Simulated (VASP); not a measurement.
# Al12H in VASP: a series of runs

Runs on Al12H. Level: PBE+D3(BJ). Tasks: single point.

Everything below comes from runs of VASP 6.6.1. Logs are shortened: lines on timing, memory, paths and dates and some standing lists are left out, and cuts for length are marked.

**1. The cell of the first run**

The cell holds a slab with vacuum, 13 atoms: a = 5.631 Å, b = 5.631 Å, c = 21.568 Å, α = 90.00°, β = 90.00°, γ = 120.00°.

**2. Single point, PBE+D3(BJ)**

File INCAR:

```
SYSTEM = Al12H
ALGO = Normal
DIPOL = 0.5 0.5 0.307
EDIFF = 1E-6
ENCUT = 520
GGA = PE
IDIPOL = 3
ISIF = 2
ISMEAR = 0
IVDW = 12
LASPH = .True.
LCHARG = .False.
LDIPOL = .True.
LREAL = .False.
LWAVE = .False.
NBANDS = 30
NELM = 100
PREC = Accurate
SIGMA = 0.1
```

File KPOINTS:

```
k-points
0
Gamma
  6 6 1
  0 0 0
```

File POSCAR:

```
Al12H
1.0
    5.6314608525      0.0000000000      0.0000000000
   -2.8157304263      4.8769881587      0.0000000000
    0.0000000000      0.0000000000     21.5684292007
Al H
12 1
Direct
    0.3333333333      0.1666666667      0.1854562501
    0.3333333333      0.6666666667      0.1854562501
    0.8333333333      0.1666666667      0.1854562501
    0.8333333333      0.6666666667      0.1854562501
    0.1666666667      0.3333333333      0.2913950739
    0.1666666667      0.8333333333      0.2913950739
    0.6666666667      0.3333333333      0.2913950739
    0.6666666667      0.8333333333      0.2913950739
    0.0000000000      0.0000000000      0.3972671872
    0.0000000000      0.5000000000      0.3972671872
    0.5000000000      0.0000000000      0.3972671872
    0.5000000000      0.5000000000      0.3972671872
    0.0000000000      0.0000000000      0.4992681247
```

Potentials or basis: VASP PAW PBE potentials, release 64 (Al, H).

Started as:

```sh
cat potpaw_PBE.64/Al/POTCAR potpaw_PBE.64/H/POTCAR > POTCAR
mpirun -np 1 vasp_std > vasp.out
```

OUTCAR:

```text
SYSTEM = Al12H
   EDIFF = 1E-6
   ENCUT = 520
   GGA = PE
   ISIF = 2
   ISMEAR = 0
   IVDW = 12
   LASPH = .True.
   LREAL = .False.
   NELM = 100
   PREC = Accurate
 IVDW          = 12

 ion  position               nearest neighbor table
   1  0.333  0.167  0.185-   5 2.80   7 2.80   6 2.80   4 2.82   4 2.82   3 2.82   3 2.82   2 2.82
                             2 2.82
   2  0.333  0.667  0.185-   6 2.80   8 2.80   5 2.80   3 2.82   3 2.82   4 2.82   4 2.82   1 2.82
                             1 2.82
   3  0.833  0.167  0.185-   7 2.80   5 2.80   8 2.80   2 2.82   2 2.82   1 2.82   1 2.82   4 2.82
                             4 2.82
   4  0.833  0.667  0.185-   8 2.80   6 2.80   7 2.80   1 2.82   1 2.82   2 2.82   2 2.82   3 2.82
                             3 2.82
   5  0.167  0.333  0.291-  12 2.80   9 2.80  10 2.80   1 2.80   3 2.80   2 2.80   8 2.82   8 2.82
                             7 2.82   7 2.82   6 2.82   6 2.82
   6  0.167  0.833  0.291-  11 2.80  10 2.80   9 2.80   2 2.80   4 2.80   1 2.80   7 2.82   7 2.82
                             8 2.82   8 2.82   5 2.82   5 2.82
   7  0.667  0.333  0.291-  10 2.80  11 2.80  12 2.80   3 2.80   1 2.80   4 2.80   6 2.82   6 2.82
                             5 2.82   5 2.82   8 2.82   8 2.82
   8  0.667  0.833  0.291-   9 2.80  12 2.80  11 2.80   4 2.80   2 2.80   3 2.80   5 2.82   5 2.82
                             6 2.82   6 2.82   7 2.82   7 2.82
   9  0.000  0.000  0.397-   8 2.80   5 2.80   6 2.80  12 2.82  12 2.82  11 2.82  11 2.82  10 2.82
                            10 2.82
  10  0.000  0.500  0.397-   7 2.80   6 2.80   5 2.80  11 2.82  11 2.82  12 2.82  12 2.82   9 2.82
                             9 2.82
  11  0.500  0.000  0.397-   6 2.80   7 2.80   8 2.80  10 2.82  10 2.82   9 2.82   9 2.82  12 2.82
                            12 2.82
  12  0.500  0.500  0.397-   5 2.80   8 2.80   7 2.80   9 2.82   9 2.82  10 2.82  10 2.82  11 2.82
                            11 2.82
  13  0.000  0.000  0.499-

  LATTYP: Found a hexagonal cell.
 ALAT       =     5.6314608525
 C/A-ratio  =     3.8299883042

  Lattice vectors:

 A1 = (   5.6314608525,   0.0000000000,   0.0000000000)
 A2 = (  -2.8157304263,   4.8769881587,   0.0000000000)
 A3 = (   0.0000000000,   0.0000000000,  21.5684292007)

Analysis of symmetry for initial positions (statically):
=====================================================================
 Subroutine PRICEL returns:
 Original cell was already a primitive cell.

 Routine SETGRP: Setting up the symmetry group for a
 hexagonal supercell.

 Subroutine GETGRP returns: Found  6 space group operations
 (whereof  6 operations were pure point group operations)
 out of a pool of 24 trial point group operations.

The static configuration has the point symmetry C_3v.

Analysis of symmetry for dynamics (positions and initial velocities):
=====================================================================
 Subroutine PRICEL returns:
 Original cell was already a primitive cell.

 Routine SETGRP: Setting up the symmetry group for a
 hexagonal supercell.

 Subroutine GETGRP returns: Found  6 space group operations
 (whereof  6 operations were pure point group operations)
 out of a pool of 24 trial point group operations.

The dynamic configuration has the point symmetry C_3v.

 Subroutine INISYM returns: Found  6 space group operations
 (whereof  6 operations are pure point group operations),
 and found     1 'primitive' translations

----------------------------------------------------------------------------------------

                                     Primitive cell

  volume of cell :     592.3676

  direct lattice vectors                    reciprocal lattice vectors
     5.631460853  0.000000000  0.000000000     0.177573817  0.102522291  0.000000000
    -2.815730426  4.876988159  0.000000000     0.000000000  0.205044582  0.000000000
     0.000000000  0.000000000 21.568429201     0.000000000  0.000000000  0.046364063

  length of vectors
     5.631460853  5.631460853 21.568429201     0.205044582  0.205044582  0.046364063

  position of ions in fractional coordinates (direct lattice)
     0.333333333  0.166666667  0.185456250
     0.333333333  0.666666667  0.185456250
     0.833333333  0.166666667  0.185456250
     0.833333333  0.666666667  0.185456250
     0.166666667  0.333333333  0.291395074
     0.166666667  0.833333333  0.291395074
     0.666666667  0.333333333  0.291395074
     0.666666667  0.833333333  0.291395074
     0.000000000  0.000000000  0.397267187
     0.000000000  0.500000000  0.397267187
     0.500000000  0.000000000  0.397267187
     0.500000000  0.500000000  0.397267187
     0.000000000  0.000000000  0.499268125

  ion indices of the primitive-cell ions
   primitive index   ion index
                 1           1
                 2           2
                 3           3
                 4           4
                 5           5
                 6           6
                 7           7
                 8           8
                 9           9
                10          10
                11          11
                12          12
                13          13

----------------------------------------------------------------------------------------

 KPOINTS: k-points

Automatic generation of k-mesh.
 Grid dimensions read from file:
 generate k-points for:    6    6    1

 Generating k-lattice:

  Cartesian coordinates                     Fractional coordinates (reciprocal lattice)
     0.029595636  0.017087049  0.000000000     0.166666667 -0.000000000  0.000000000
     0.000000000  0.034174097  0.000000000     0.000000000  0.166666667  0.000000000
     0.000000000  0.000000000  0.046364063     0.000000000  0.000000000  1.000000000

  Length of vectors
     0.034174097  0.034174097  0.046364063

  Shift w.r.t. Gamma in fractional coordinates (k-lattice)
     0.000000000  0.000000000  0.000000000

 Subroutine IBZKPT returns following result:
 ===========================================

 Found      7 irreducible k-points:

 Following reciprocal coordinates:
            Coordinates               Weight
  0.000000  0.000000  0.000000      1.000000
  0.166667  0.000000  0.000000      6.000000
  0.333333 -0.000000  0.000000      6.000000
  0.500000 -0.000000  0.000000      3.000000
  0.166667  0.166667  0.000000      6.000000
  0.333333  0.166667  0.000000     12.000000
  0.333333  0.333333  0.000000      2.000000
   k-points           NKPTS =      7   k-points in BZ     NKDIM =      7   number of bands    NBANDS=     30
   number of dos      NEDOS =    301   number of ions     NIONS =     13
   total plane-waves  NPLWV = 282240
   dimension x,y,z NGX =    42 NGY =   42 NGZ =  160
   dimension x,y,z NGXF=    84 NGYF=   84 NGZF=  320
   ions per type =              12   1
   NGX,Y,Z   is equivalent  to a cutoff of  12.40, 12.40, 12.33 a.u.
   NGXF,Y,Z  is equivalent  to a cutoff of  24.80, 24.80, 24.67 a.u.
 SYSTEM =  Al12H
   PREC   = accura    normal or accurate (medium, high low for compatibility)
   ISTART =      0    job   : 0-new  1-cont  2-samecut
   ICHARG =      2    charge: 1-file 2-atom 10-const
   ISPIN  =      1    spin polarized calculation?
   LNONCOLLINEAR =      F non collinear calculations
   LSORBIT =      F    spin-orbit coupling
   LASPH  =      T    aspherical Exc in radial PAW
   ENCUT  =  520.0 eV  38.22 Ry    6.18 a.u.  10.47 10.47 40.10*2*pi/ulx,y,z
   NELM   =    100;   NELMIN=  2; NELMDL= -5     # of ELM steps
   EDIFF  = 0.1E-05   stopping-criterion for ELM
   LREAL  =      F    real-space projection
   EDIFFG = 0.1E-04   stopping-criterion for IOM
   NSW    =      0    number of steps for IOM
   IBRION =     -1    ionic relax: 0-MD 1-quasi-New 2-CG
   NFREE  =      0    steps in history (QN), initial steepest desc. (CG)
   ISIF   =      2    stress and relaxation
   ISYM   =      2    0-nonsym 1-usesym 2-fastsym
   POTIM  = 0.5000    time-step for ionic-motion
   TEBEG  =    0.0;   TEEND  =   0.0 temperature during run
   PSTRESS=    0.0 pullay stress
   NELECT =      37.0000    total number of electrons
   NUPDOWN=      -1.0000    fix difference up-down
   EMIN   =  10.00;   EMAX   =-10.00  energy-range for DOS
   EFERMI =   0.00;   METHOD = LEGACY
   ISMEAR =     0;   SIGMA  =   0.10  broadening in eV -4-tet -1-fermi 0-gaus
   EFERMI_NEDOS =   21; number of points for ismear=-14 and -15
   IALGO  =     38    algorithm
   IMIX   =      4    mixing-type and parameters
     AMIX     =   0.40;   BMIX     =  1.00
     AMIX_MAG =   1.60;   BMIX_MAG =  1.00
  volume/ion in A,a.u.               =      45.57       307.50
  Fermi-wavevector in a.u.,A,eV,Ry     =   0.649549  1.227469  5.740480  0.421913
  Thomas-Fermi vector in A             =   1.718540
   LORBIT       =      0    0 simple, 1 ext, 2 COOP (PROOUT), +10 PAW based schemes
   GGA     = PE    functional components
   LHFCALC =     F    Hartree Fock is set to
   AEXX    =    0.0000 exact exchange contribution
   IVDW    =    12    specifies the selected vdW correction
   LEPSILON=     F    determine dielectric tensor
   LRPA    =     F    only Hartree local field effects (RPA)
 non-spin polarized calculation
 Gauss-broadening in eV      SIGMA  =   0.10
  energy-cutoff  :      520.00
  volume of cell :      592.37
 maximum number of plane-waves:     16008
 NGX is ok and might be reduce to    42
   NGX = 21   NGY = 21   NGZ = 81

 dipolmoment           0.000000      0.000000     -0.173667 electrons x Angstroem

 number of electron      37.0000000 magnetization

 dipolmoment           0.000000      0.000000      0.187712 electrons x Angstroem

 Free energy of the ion-electron system (eV)
  ---------------------------------------------------
  ext. energy  EPLUGINS =         0.00000000
  ---------------------------------------------------
  free energy    TOTEN  =       -44.31057439 eV

  energy without entropy =      -44.28319608  energy(sigma->0) =      -44.29688523

 E-fermi :  -0.2897     XC(G=0):  -4.2905

 val. band max:       -0.3439561462   @ k =   0.5000  -0.0000   0.0000
 cond. band min:      -0.2203815731   @ k =   0.0000   0.0000   0.0000
 fundamental gap:      0.1235745731
 Fermi energy:        -0.2897029481

 k-point     1 :       0.0000    0.0000    0.0000
  band No.  band energies     occupation
      1     -11.1555      2.00000
      2      -9.3997      2.00000
      3      -6.6533      2.00000
      4      -5.1624      2.00000
      5      -5.1364      2.00000
      6      -5.1364      2.00000
[... 22 lines left out ...]
     29       2.3962      0.00000
     30       2.5899      0.00000

 k-point     2 :       0.1667    0.0000    0.0000
  band No.  band energies     occupation
      1     -10.9834      2.00000
      2      -9.2290      2.00000
      3      -6.9180      2.00000
      4      -6.4840      2.00000
      5      -5.9245      2.00000
      6      -5.9210      2.00000
[... 22 lines left out ...]
     29       3.4199      0.00000
     30       3.5340      0.00000

 k-point     3 :       0.3333   -0.0000    0.0000
  band No.  band energies     occupation
      1     -10.4682      2.00000
      2      -8.7184      2.00000
      3      -8.4271      2.00000
      4      -6.6982      2.00000
      5      -6.4201      2.00000
      6      -6.4167      2.00000
[... 121 lines left out ...]
     29       2.8830      0.00000
     30       3.3250      0.00000

 k-point     7 :       0.3333    0.3333    0.0000
  band No.  band energies     occupation
      1      -9.1278      2.00000
      2      -9.0928      2.00000
      3      -9.0910      2.00000
      4      -7.3877      2.00000
      5      -7.3596      2.00000
      6      -7.3544      2.00000
[... 22 lines left out ...]
     29       3.1735      0.00000
     30       3.1855      0.00000

------------------------ aborting loop because EDIFF is reached ----------------------------------------

 vacuum level on the upper side and lower side of the slab       (xc-potential included)         0.583        -0.621

 Edisp (eV)   -2.93609

 E8    (eV) :    -1.3613

  FORCE on cell =-STRESS in cart. coord.  units (eV):
  Direction    XX          YY          ZZ          XY          YZ          ZX
  --------------------------------------------------------------------------------------
  -------------------------------------------------------------------------------------
  Total      -2.21267    -2.21267    -2.28338     0.00000     0.00000     0.00000
  in kB      -5.98462    -5.98462    -6.17586     0.00000     0.00000     0.00000
  external pressure =       -6.05 kB  Pullay stress =        0.00 kB

 VOLUME and BASIS-vectors are now :
 -----------------------------------------------------------------------------
  energy-cutoff  :      520.00
  volume of cell :      592.37
      direct lattice vectors                 reciprocal lattice vectors
     5.631460853  0.000000000  0.000000000     0.177573817  0.102522291  0.000000000
    -2.815730426  4.876988159  0.000000000     0.000000000  0.205044582  0.000000000
     0.000000000  0.000000000 21.568429201     0.000000000  0.000000000  0.046364063

 POSITION                                       TOTAL-FORCE (eV/Angst)
 -----------------------------------------------------------------------------------
      1.40787      0.81283      4.00000         0.056418      0.032573     -0.115566
     -0.00000      3.25133      4.00000        -0.000000     -0.000000     -0.060192
      4.22360      0.81283      4.00000        -0.056418      0.032573     -0.115566
      2.81573      3.25133      4.00000         0.000000     -0.065146     -0.115566
      0.00000      1.62566      6.28493        -0.000000      0.170232      0.050168
     -1.40787      4.06416      6.28493         0.147426     -0.085116      0.050168
      2.81573      1.62566      6.28493        -0.000000     -0.000000     -0.087739
      1.40787      4.06416      6.28493        -0.147426     -0.085116      0.050168
      0.00000      0.00000      8.56843        -0.000000     -0.000000      2.221681
     -1.40787      2.43849      8.56843        -0.039495     -0.022802     -0.025070
      2.81573      0.00000      8.56843        -0.000000      0.045605     -0.025070
      1.40787      2.43849      8.56843         0.039495     -0.022802     -0.025070
      0.00000      0.00000     10.76843        -0.000000     -0.000000     -1.802347
 -----------------------------------------------------------------------------------
    total drift:                               -0.000000     -0.000000     -0.000177

  FREE ENERGIE OF THE ION-ELECTRON SYSTEM (eV)
  ---------------------------------------------------
  free  energy   TOTEN  =       -47.2466671295 eV

  energy  without entropy=      -47.2192888216  energy(sigma->0) =      -47.23297798

 vacuum level on the upper side and lower side of the slab         4.864         3.626
```

Run time: 2.7 min. Hardware: 1 thread of Intel Xeon 6975P-C (Granite Rapids), shared host; peak memory 0.63 GiB.

Results:

| Item | Value |
| --- | --- |
| Free energy | -47.2467 eV |
| Largest force | 2.222 eV/Å |
| Dispersion energy per atom | -0.226 eV |

Forces in eV/Å, atoms in the order of the input:
```
Al   0.056  0.033 -0.116
Al   0.000  0.000 -0.060
Al  -0.056  0.033 -0.116
Al   0.000 -0.065 -0.116
Al   0.000  0.170  0.050
Al   0.147 -0.085  0.050
Al   0.000  0.000 -0.088
Al  -0.147 -0.085  0.050
Al   0.000  0.000  2.222
Al  -0.039 -0.023 -0.025
Al   0.000  0.046 -0.025
Al   0.039 -0.023 -0.025
H    0.000  0.000 -1.802
```

(Continued in part 2 of 2.)
